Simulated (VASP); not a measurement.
# MoSe2 (P6_3/mmc) in VASP: single point with r2SCAN

Aim: the single point of MoSe2 with r2SCAN.

All numbers are computed with VASP 6.6.1; they aren't measurements. Logs are shortened: lines on timing, memory, paths and dates and some standing lists are left out, and cuts for length are marked.

## Step 1: The cell of the first run

It takes space group P6_3/mmc (No. 194, hexagonal). The conventional cell has a = 3.157 Å, b = 3.157 Å, c = 11.792 Å, α = 90.00°, β = 90.00°, γ = 120.00°. Se (site symmetry 3m) has 3 Mo at 2.47 Å and 10 Se at 3.15 to 3.33 Å within 3.4 Å. Within 3.3 Å of Mo (site symmetry -6m2) lie 6 Se at 2.47 Å and 6 Mo at 3.16 Å.

## Step 2: Single point, r2SCAN

File POSCAR:

```
MoSe2
1.0
    1.5782576797      2.7336224887      0.0000000000
   -1.5782576797      2.7336224887      0.0000000000
    0.0000000000      0.0000000000     11.7918237107
Se Mo
4 2
Direct
    0.3333333333      0.3333333333      0.6086867214
    0.6666666667      0.6666666667      0.1086867214
    0.3333333333      0.3333333333      0.8913132786
    0.6666666667      0.6666666667      0.3913132786
    0.3333333333      0.3333333333      0.2500000000
    0.6666666667      0.6666666667      0.7500000000
```

File INCAR.step1:

```
PREC = Accurate
ENCUT = 550
ISMEAR = -1
SIGMA = 0.1
LREAL = False
LASPH = True
NELM = 120
NBANDS = 35
GGA = PE
ALGO = Normal
EDIFF = 1E-5
LWAVE = True
LCHARG = False
GGA_COMPAT = False
```

File INCAR.step2:

```
PREC = Accurate
ENCUT = 550
EDIFF = 1E-6
ISMEAR = -1
SIGMA = 0.1
LREAL = False
LASPH = True
NELM = 120
ALGO = Normal
ISIF = 2
LWAVE = False
LCHARG = True
METAGGA = R2SCAN
LMIXTAU = True
LELF = True
LVHAR = True
NBANDS = 35
ISTART = 1
GGA_COMPAT = False
```

File KPOINTS:

```
regular mesh
0
Gamma
  9 9 2
```

Potentials or basis: VASP PAW PBE potentials, release 64 (Se, Mo_sv).

Command:

```
cat potpaw_PBE.64/Se/POTCAR potpaw_PBE.64/Mo_sv/POTCAR > POTCAR
cp INCAR.step1 INCAR
mpirun -np 1 vasp_std > vasp.out
cp INCAR.step2 INCAR
mpirun -np 1 vasp_std > vasp.out
```

OUTCAR:

```text
PREC = Accurate
   ENCUT = 550
   EDIFF = 1E-6
   ISMEAR = -1
   LREAL = False
   LASPH = True
   NELM = 120
   ISIF = 2
   METAGGA = R2SCAN
   ISTART = 1

 ion  position               nearest neighbor table
   1  0.333  0.333  0.609-   6 2.47   6 2.47   6 2.47
   2  0.667  0.667  0.109-   5 2.47   5 2.47   5 2.47
   3  0.333  0.333  0.891-   6 2.47   6 2.47   6 2.47
   4  0.667  0.667  0.391-   5 2.47   5 2.47   5 2.47
   5  0.333  0.333  0.250-   2 2.47   4 2.47   2 2.47   4 2.47   2 2.47   4 2.47
   6  0.667  0.667  0.750-   1 2.47   3 2.47   1 2.47   3 2.47   1 2.47   3 2.47

  LATTYP: Found a hexagonal cell.
 ALAT       =     3.1565153594
 C/A-ratio  =     3.7357092768

  Lattice vectors:

 A1 = (   1.5782576797,  -2.7336224887,   0.0000000000)
 A2 = (   1.5782576797,   2.7336224887,   0.0000000000)
 A3 = (   0.0000000000,   0.0000000000,  11.7918237107)

Analysis of symmetry for initial positions (statically):
=====================================================================
 Subroutine PRICEL returns:
 Original cell was already a primitive cell.

 Routine SETGRP: Setting up the symmetry group for a
 hexagonal supercell.

 Subroutine GETGRP returns: Found 24 space group operations
 (whereof 12 operations were pure point group operations)
 out of a pool of 24 trial point group operations.

The static configuration has the point symmetry D_3d.
 The point group associated with its full space group is D_6h.

Analysis of symmetry for dynamics (positions and initial velocities):
=====================================================================
 Subroutine PRICEL returns:
 Original cell was already a primitive cell.

 Routine SETGRP: Setting up the symmetry group for a
 hexagonal supercell.

 Subroutine GETGRP returns: Found 24 space group operations
 (whereof 12 operations were pure point group operations)
 out of a pool of 24 trial point group operations.

The dynamic configuration has the point symmetry D_3d.
 The point group associated with its full space group is D_6h.

 Subroutine INISYM returns: Found 24 space group operations
 (whereof 12 operations are pure point group operations),
 and found     1 'primitive' translations

----------------------------------------------------------------------------------------

                                     Primitive cell

  volume of cell :     101.7484

  direct lattice vectors                    reciprocal lattice vectors
     1.578257680  2.733622489  0.000000000     0.316805048  0.182907480  0.000000000
    -1.578257680  2.733622489  0.000000000    -0.316805048  0.182907480  0.000000000
     0.000000000  0.000000000 11.791823711     0.000000000  0.000000000  0.084804524

  length of vectors
     3.156515359  3.156515359 11.791823711     0.365814960  0.365814960  0.084804524

  position of ions in fractional coordinates (direct lattice)
     0.333333333  0.333333333  0.608686721
     0.666666667  0.666666667  0.108686721
     0.333333333  0.333333333  0.891313279
     0.666666667  0.666666667  0.391313279
     0.333333333  0.333333333  0.250000000
     0.666666667  0.666666667  0.750000000

  ion indices of the primitive-cell ions
   primitive index   ion index
                 1           1
                 2           2
                 3           3
                 4           4
                 5           5
                 6           6

----------------------------------------------------------------------------------------

 KPOINTS: regular mesh

Automatic generation of k-mesh.
 Grid dimensions read from file:
 generate k-points for:    9    9    2

 Generating k-lattice:

  Cartesian coordinates                     Fractional coordinates (reciprocal lattice)
     0.035200561  0.020323053  0.000000000     0.111111111  0.000000000  0.000000000
    -0.035200561  0.020323053  0.000000000     0.000000000  0.111111111  0.000000000
     0.000000000  0.000000000  0.042402262     0.000000000  0.000000000  0.500000000

  Length of vectors
     0.040646107  0.040646107  0.042402262

  Shift w.r.t. Gamma in fractional coordinates (k-lattice)
     0.000000000  0.000000000  0.000000000

 Subroutine IBZKPT returns following result:
 ===========================================

 Found     24 irreducible k-points:

 Following reciprocal coordinates:
            Coordinates               Weight
  0.000000  0.000000  0.000000      1.000000
  0.111111 -0.000000  0.000000      6.000000
  0.222222 -0.000000  0.000000      6.000000
  0.333333 -0.000000  0.000000      6.000000
  0.444444 -0.000000  0.000000      6.000000
  0.222222  0.111111  0.000000      6.000000
[... 16 lines left out ...]
 -0.444444  0.222222  0.500000     12.000000
 -0.333333  0.333333  0.500000      2.000000
   k-points           NKPTS =     24   k-points in BZ     NKDIM =     24   number of bands    NBANDS=     35
   number of dos      NEDOS =    301   number of ions     NIONS =      6
   total plane-waves  NPLWV =  51840
   dimension x,y,z NGX =    24 NGY =   24 NGZ =   90
   dimension x,y,z NGXF=    48 NGYF=   48 NGZF=  180
   ions per type =               4   2
   NGX,Y,Z   is equivalent  to a cutoff of  12.64, 12.64, 12.69 a.u.
   NGXF,Y,Z  is equivalent  to a cutoff of  25.28, 25.28, 25.38 a.u.
 SYSTEM =  unknown system
   PREC   = accura    normal or accurate (medium, high low for compatibility)
   ISTART =      1    job   : 0-new  1-cont  2-samecut
   ICHARG =      0    charge: 1-file 2-atom 10-const
   ISPIN  =      1    spin polarized calculation?
   LNONCOLLINEAR =      F non collinear calculations
   LSORBIT =      F    spin-orbit coupling
   LASPH  =      T    aspherical Exc in radial PAW
   ENCUT  =  550.0 eV  40.42 Ry    6.36 a.u.   6.04  6.04 22.55*2*pi/ulx,y,z
   NELM   =    120;   NELMIN=  2; NELMDL=  0     # of ELM steps
   EDIFF  = 0.1E-05   stopping-criterion for ELM
   LREAL  =      F    real-space projection
   EDIFFG = 0.1E-04   stopping-criterion for IOM
   NSW    =      0    number of steps for IOM
   IBRION =     -1    ionic relax: 0-MD 1-quasi-New 2-CG
   NFREE  =      0    steps in history (QN), initial steepest desc. (CG)
   ISIF   =      2    stress and relaxation
   ISYM   =      2    0-nonsym 1-usesym 2-fastsym
   POTIM  = 0.5000    time-step for ionic-motion
   TEBEG  =    0.0;   TEEND  =   0.0 temperature during run
   PSTRESS=    0.0 pullay stress
   NELECT =      52.0000    total number of electrons
   NUPDOWN=      -1.0000    fix difference up-down
   EMIN   =  10.00;   EMAX   =-10.00  energy-range for DOS
   EFERMI =   0.00;   METHOD = LEGACY
   ISMEAR =    -1;   SIGMA  =   0.10  broadening in eV -4-tet -1-fermi 0-gaus
   EFERMI_NEDOS =   21; number of points for ismear=-14 and -15
   IALGO  =     38    algorithm
   IMIX   =      4    mixing-type and parameters
     AMIX     =   0.40;   BMIX     =  1.00
     AMIX_MAG =   1.60;   BMIX_MAG =  1.00
  volume/ion in A,a.u.               =      16.96       114.44
  Fermi-wavevector in a.u.,A,eV,Ry     =   1.308881  2.473426 23.309083  1.713169
  Thomas-Fermi vector in A             =   2.439518
   LORBIT       =      0    0 simple, 1 ext, 2 COOP (PROOUT), +10 PAW based schemes
   METAGGA = R2SCAN    functional components
   LHFCALC =     F    Hartree Fock is set to
   AEXX    =    0.0000 exact exchange contribution
   IVDW    =     0    specifies the selected vdW correction
   LEPSILON=     F    determine dielectric tensor
   LRPA    =     F    only Hartree local field effects (RPA)
 non-spin polarized calculation
  energy-cutoff  :      550.00
  volume of cell :      101.75
 maximum number of plane-waves:      3024
   NGX = 13   NGY = 13   NGZ = 45

 number of electron      52.0000004 magnetization

 Free energy of the ion-electron system (eV)
  ---------------------------------------------------
  ext. energy  EPLUGINS =         0.00000000
  ---------------------------------------------------
  free energy    TOTEN  =      -112.66861360 eV

  energy without entropy =     -112.66393758  energy(sigma->0) =     -112.66627559

 E-fermi :   8.9895     XC(G=0): -12.4139

 val. band max:        8.8638393251   @ k =   0.0000   0.0000   0.0000
 cond. band min:       9.3476846612   @ k =   0.3333   0.1111   0.0000
 fundamental gap:      0.4838453361
 Fermi energy:         8.9894758139

 k-point     1 :       0.0000    0.0000    0.0000
  band No.  band energies     occupation
      1     -54.5260      2.00000
      2     -54.5260      2.00000
      3     -28.0721      2.00000
      4     -28.0717      2.00000
      5     -27.7294      2.00000
      6     -27.7294      2.00000
[... 27 lines left out ...]
     34      11.9979      0.00000
     35      15.3183      0.00000

 k-point     2 :       0.1111   -0.0000    0.0000
  band No.  band energies     occupation
      1     -54.5204      2.00000
      2     -54.5204      2.00000
      3     -28.0603      2.00000
      4     -28.0599      2.00000
      5     -27.7829      2.00000
      6     -27.7829      2.00000
[... 27 lines left out ...]
     34      11.9365      0.00000
     35      16.2460      0.00000

 k-point     3 :       0.2222   -0.0000    0.0000
  band No.  band energies     occupation
      1     -54.5062      2.00000
      2     -54.5062      2.00000
      3     -28.0304      2.00000
      4     -28.0301      2.00000
      5     -27.9163      2.00000
      6     -27.9163      2.00000
[... 27 lines left out ...]
     34      12.6085      0.00000
     35      16.4862      0.00000
[... 723 lines left out ...]
 k-point    23 :      -0.4444    0.2222    0.5000
  band No.  band energies     occupation
      1     -54.4748      2.00000
      2     -54.4748      2.00000
      3     -28.1070      2.00000
      4     -28.1070      2.00000
      5     -27.9639      2.00000
      6     -27.9639      2.00000
[... 27 lines left out ...]
     34      13.1593      0.00000
     35      15.7424      0.00000

 k-point    24 :      -0.3333    0.3333    0.5000
  band No.  band energies     occupation
      1     -54.4720      2.00000
      2     -54.4720      2.00000
      3     -28.0630      2.00000
      4     -28.0630      2.00000
      5     -28.0124      2.00000
      6     -28.0124      2.00000
[... 27 lines left out ...]
     34      13.2180      0.00000
     35      15.7441      0.00000

------------------------ aborting loop because EDIFF is reached ----------------------------------------

  FORCE on cell =-STRESS in cart. coord.  units (eV):
  Direction    XX          YY          ZZ          XY          YZ          ZX
  --------------------------------------------------------------------------------------
  -------------------------------------------------------------------------------------
  Total       12.9606292     12.9606292     13.0250503      0.0000000     -0.0000000      0.0000000
  in kB      204.0841347    204.0841347    205.0985395      0.0000000     -0.0000000      0.0000000
  external PRESSURE =     204.4222696 kB  Pullay stress =       0.0000000 kB

 VOLUME and BASIS-vectors are now :
 -----------------------------------------------------------------------------
  energy-cutoff  :      550.00
  volume of cell :      101.75
      direct lattice vectors                 reciprocal lattice vectors
     1.578257680  2.733622489  0.000000000     0.316805048  0.182907480  0.000000000
    -1.578257680  2.733622489  0.000000000    -0.316805048  0.182907480  0.000000000
     0.000000000  0.000000000 11.791823711     0.000000000  0.000000000  0.084804524

 POSITION                                       TOTAL-FORCE (eV/Angst)
 -----------------------------------------------------------------------------------
      0.00000      1.82241      7.17753         0.000000     -0.000000     -0.050797
      0.00000      3.64483      1.28161         0.000000     -0.000000     -0.050797
      0.00000      1.82241     10.51021         0.000000     -0.000000      0.050797
      0.00000      3.64483      4.61430         0.000000     -0.000000      0.050797
      0.00000      1.82241      2.94796        -0.000000     -0.000000     -0.000000
      0.00000      3.64483      8.84387        -0.000000      0.000000      0.000000
 -----------------------------------------------------------------------------------
    total drift:                                0.000000      0.000000      0.000000

  FREE ENERGIE OF THE ION-ELECTRON SYSTEM (eV)
  ---------------------------------------------------
  free  energy   TOTEN  =      -112.6686136014 eV

  energy  without entropy=     -112.6639375782  energy(sigma->0) =     -112.66627559
```

Run time: 4.7 min. Hardware: 1 thread of Intel Xeon 8259CL, shared host; peak memory 0.27 GiB.

What came out:

* Free energy: -112.6686 eV
* Pressure: 20.4 GPa
* Largest force: 0.051 eV/Å
* Band gap on the k mesh: 0.48 eV (least direct gap 1.37 eV)

Forces on the atoms (eV/Å):
```
Se   0.000  0.000 -0.051
Se   0.000  0.000 -0.051
Se   0.000  0.000  0.051
Se   0.000  0.000  0.051
Mo   0.000  0.000  0.000
Mo   0.000  0.000  0.000
```

Stress tensor (GPa, compression positive):
```
20.41  0.00  0.00
 0.00 20.41  0.00
 0.00  0.00 20.51
```

Levels at points of the mesh, in eV from the valence-band top:
```
           k point  band 22  band 23  band 24  band 25  band 26  band 27  band 28  band 29  band 30  band 31
(0.00, 0.00, 0.00)    -1.98    -1.81    -1.81    -0.33     0.00     2.48     2.48     2.48     2.48     2.69
(0.00, 0.00, 0.50)    -1.89    -1.89    -1.89    -0.09    -0.09     2.46     2.46     2.46     2.46     2.93
```

Caveat: the cell stands under pressure; the PAW data sets were made with another functional, which shifts forces and pressure a little; an odd mesh through Γ misses points on the zone boundary, where band edges can lie.
